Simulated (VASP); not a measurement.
# Ru (P6_3/mmc) in VASP: single point with PBEsol

Aim: the single point of Ru with PBEsol.

Everything below comes from runs of VASP 6.6.1. Logs are shortened: lines on timing, memory, paths and dates and some standing lists are left out, and cuts for length are marked.

### Step 1. The cell of the first run

Symmetry: P6_3/mmc, No. 194, hexagonal system. The conventional cell has a = 2.706 Å, b = 2.706 Å, c = 4.282 Å, α = 90.00°, β = 90.00°, γ = 120.00°. Within 3.5 Å of Ru (site symmetry -6m2) lie 12 Ru at 2.65 to 2.71 Å.

### Step 2. Single point, PBEsol

The input, INCAR:

```
SYSTEM = Ru
  PREC = Accurate
  ENCUT = 500
  EDIFF = 1E-6
  ISMEAR = -1
  SIGMA = 0.1
  LREAL = .False.
  LASPH = .True.
  NELM = 120
  ALGO = Normal
  ISIF = 2
  LWAVE = .False.
  LCHARG = .False.
  GGA = PS
  NBANDS = 21
  GGA_COMPAT = .False.
```

The input, KPOINTS:

```
Automatic mesh
0
Gamma
  9 9 5
  0 0 0
```

The input, POSCAR:

```
Ru
1.0
    2.7058000000      0.0000000000      0.0000000000
   -1.3529000000      2.3432915400      0.0000000000
    0.0000000000      0.0000000000      4.2819000000
Ru
2
Direct
    0.3333333333      0.6666666667      0.2500000000
    0.6666666667      0.3333333333      0.7500000000
```

Potentials or basis: VASP PAW PBE potentials, release 64 (Ru_pv).

Launch:

```bash
cat potpaw_PBE.64/Ru_pv/POTCAR > POTCAR
mpirun -np 1 vasp_std > vasp.out
```

OUTCAR:

```text
SYSTEM = Ru
   PREC = Accurate
   ENCUT = 500
   EDIFF = 1E-6
   ISMEAR = -1
   LREAL = .False.
   LASPH = .True.
   NELM = 120
   ISIF = 2
   GGA = PS

 ion  position               nearest neighbor table
   1  0.333  0.667  0.250-   2 2.65   2 2.65   2 2.65   2 2.65   2 2.65   2 2.65
   2  0.667  0.333  0.750-   1 2.65   1 2.65   1 2.65   1 2.65   1 2.65   1 2.65

  LATTYP: Found a hexagonal cell.
 ALAT       =     2.7058000000
 C/A-ratio  =     1.5824894671

  Lattice vectors:

 A1 = (   2.7058000000,   0.0000000000,   0.0000000000)
 A2 = (  -1.3529000000,   2.3432915400,   0.0000000000)
 A3 = (   0.0000000000,   0.0000000000,   4.2819000000)

Analysis of symmetry for initial positions (statically):
=====================================================================
 Subroutine PRICEL returns:
 Original cell was already a primitive cell.

 Routine SETGRP: Setting up the symmetry group for a
 hexagonal supercell.

 Subroutine GETGRP returns: Found 24 space group operations
 (whereof 12 operations were pure point group operations)
 out of a pool of 24 trial point group operations.

The static configuration has the point symmetry D_3d.
 The point group associated with its full space group is D_6h.

Analysis of symmetry for dynamics (positions and initial velocities):
=====================================================================
 Subroutine PRICEL returns:
 Original cell was already a primitive cell.

 Routine SETGRP: Setting up the symmetry group for a
 hexagonal supercell.

 Subroutine GETGRP returns: Found 24 space group operations
 (whereof 12 operations were pure point group operations)
 out of a pool of 24 trial point group operations.

The dynamic configuration has the point symmetry D_3d.
 The point group associated with its full space group is D_6h.

 Subroutine INISYM returns: Found 24 space group operations
 (whereof 12 operations are pure point group operations),
 and found     1 'primitive' translations

----------------------------------------------------------------------------------------

                                     Primitive cell

  volume of cell :      27.1493

  direct lattice vectors                    reciprocal lattice vectors
     2.705800000  0.000000000  0.000000000     0.369576465  0.213375072  0.000000000
    -1.352900000  2.343291540  0.000000000     0.000000000  0.426750143  0.000000000
     0.000000000  0.000000000  4.281900000     0.000000000  0.000000000  0.233541185

  length of vectors
[... 80 lines left out ...]
   ENCUT  =  500.0 eV  36.75 Ry    6.06 a.u.   4.93  4.93  7.81*2*pi/ulx,y,z
   NELM   =    120;   NELMIN=  2; NELMDL= -5     # of ELM steps
   EDIFF  = 0.1E-05   stopping-criterion for ELM
   LREAL  =      F    real-space projection
   EDIFFG = 0.1E-04   stopping-criterion for IOM
   NSW    =      0    number of steps for IOM
   IBRION =     -1    ionic relax: 0-MD 1-quasi-New 2-CG
   NFREE  =      0    steps in history (QN), initial steepest desc. (CG)
   ISIF   =      2    stress and relaxation
   ISYM   =      2    0-nonsym 1-usesym 2-fastsym
   POTIM  = 0.5000    time-step for ionic-motion
   TEBEG  =    0.0;   TEEND  =   0.0 temperature during run
   PSTRESS=    0.0 pullay stress
   NELECT =      28.0000    total number of electrons
   NUPDOWN=      -1.0000    fix difference up-down
   EMIN   =  10.00;   EMAX   =-10.00  energy-range for DOS
   EFERMI =   0.00;   METHOD = LEGACY
   ISMEAR =    -1;   SIGMA  =   0.10  broadening in eV -4-tet -1-fermi 0-gaus
   EFERMI_NEDOS =   21; number of points for ismear=-14 and -15
   IALGO  =     38    algorithm
   IMIX   =      4    mixing-type and parameters
     AMIX     =   0.40;   BMIX     =  1.00
     AMIX_MAG =   1.60;   BMIX_MAG =  1.00
  volume/ion in A,a.u.               =      13.57        91.61
  Fermi-wavevector in a.u.,A,eV,Ry     =   1.654022  3.125649 37.222674  2.735789
  Thomas-Fermi vector in A             =   2.742361
   LORBIT       =      0    0 simple, 1 ext, 2 COOP (PROOUT), +10 PAW based schemes
   GGA     = PS    functional components
   LHFCALC =     F    Hartree Fock is set to
   AEXX    =    0.0000 exact exchange contribution
   IVDW    =     0    specifies the selected vdW correction
   LEPSILON=     F    determine dielectric tensor
   LRPA    =     F    only Hartree local field effects (RPA)
 non-spin polarized calculation
  energy-cutoff  :      500.00
  volume of cell :       27.15
 maximum number of plane-waves:       705
 NGX is ok and might be reduce to    20
   NGX =  9   NGY =  9   NGZ = 15

 number of electron      28.0000008 magnetization

 Free energy of the ion-electron system (eV)
  ---------------------------------------------------
  ext. energy  EPLUGINS =         0.00000000
  ---------------------------------------------------
  free energy    TOTEN  =       -20.38228965 eV

  energy without entropy =      -20.33466506  energy(sigma->0) =      -20.35847735

 E-fermi :  12.7796     XC(G=0): -14.2828

 val. band max:       12.7383835259   @ k =   0.2222   0.0000   0.4000
 cond. band min:      12.7900781198   @ k =   0.1111   0.1111   0.4000
 fundamental gap:      0.0516945940
 Fermi energy:        12.7796158752

 k-point     1 :       0.0000    0.0000    0.0000
  band No.  band energies     occupation
      1     -30.8984      2.00000
      2     -29.9716      2.00000
      3     -29.9716      2.00000
      4     -29.8007      2.00000
      5     -29.8007      2.00000
      6     -29.7478      2.00000
[... 565 lines left out ...]
     20      22.9674      0.00000
     21      22.9674      0.00000

 [... further k-points ...]

------------------------ aborting loop because EDIFF is reached ----------------------------------------

  FORCE on cell =-STRESS in cart. coord.  units (eV):
  Direction    XX          YY          ZZ          XY          YZ          ZX
  --------------------------------------------------------------------------------------
  -------------------------------------------------------------------------------------
  Total       -1.0253812     -1.0253812     -1.2184744     -0.0000000      0.0000000      0.0000000
  in kB      -60.5114261    -60.5114263    -71.9065517     -0.0000000      0.0000000      0.0000000
  external PRESSURE =     -64.3098014 kB  Pullay stress =       0.0000000 kB

 VOLUME and BASIS-vectors are now :
 -----------------------------------------------------------------------------
  energy-cutoff  :      500.00
  volume of cell :       27.15
      direct lattice vectors                 reciprocal lattice vectors
     2.705800000  0.000000000  0.000000000     0.369576465  0.213375072  0.000000000
    -1.352900000  2.343291540  0.000000000     0.000000000  0.426750143  0.000000000
     0.000000000  0.000000000  4.281900000     0.000000000  0.000000000  0.233541185

 POSITION                                       TOTAL-FORCE (eV/Angst)
 -----------------------------------------------------------------------------------
     -0.00000      1.56219      1.07048         0.000000      0.000000      0.000000
      1.35290      0.78110      3.21143        -0.000000     -0.000000      0.000000
 -----------------------------------------------------------------------------------
    total drift:                               -0.000000      0.000000     -0.000000

  FREE ENERGIE OF THE ION-ELECTRON SYSTEM (eV)
  ---------------------------------------------------
  free  energy   TOTEN  =       -20.3822896518 eV

  energy  without entropy=      -20.3346650566  energy(sigma->0) =      -20.35847735
```

Wall time 7.5 s (1 thread of Intel Xeon 6975P-C (Granite Rapids), shared host); peak memory 0.14 GiB.

Results:

```
Free energy            : -20.3823 eV
Pressure               : -6.4 GPa
Band gap on the k mesh : zero (bands 14 and 15 overlap by 3.06 eV)
```

Caveat: the cell stands under tension; the PAW data sets were made with another functional, which shifts forces and pressure a little.
